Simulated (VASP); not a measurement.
Ba, 4 atoms in the cell. The cell holds a slab with vacuum, 4 atoms: a = 4.352 Å, b = 4.352 Å, c = 21.505 Å, α = 90.00°, β = 90.00°, γ = 109.47°. 

- Program: VASP 6.6.1
- Task: single point
- Functional: PBE
- Potentials or basis: VASP PAW PBE potentials, release 64 (Ba_sv)
- Cutoff: 520 eV
- k mesh: 9 × 9 × 1
- Occupations: fermi-dirac, width 0.05 eV
- Spin: no spin polarisation
- Dipole correction: yes
- Further INCAR settings: ALGO = Normal; EDIFF = 1e-07; NBANDS = 28

Potentials or basis: VASP PAW PBE potentials, release 64 (Ba_sv).

Run with:

```console
$ cat potpaw_PBE.64/Ba_sv/POTCAR > POTCAR
$ mpirun -np 1 vasp_std > vasp.out
```

Hardware: 1 thread of AMD EPYC 7R43 64-Core Processor (Zen 3), on a shared host.

**Question.** How long does it take, and how much memory?

**Answer.** It took 7.2 min on 1 thread of AMD EPYC 7R43 64-Core Processor (Zen 3), on a shared host, peak memory 0.49 GiB. Counts: scf iterations 19, k points 25.
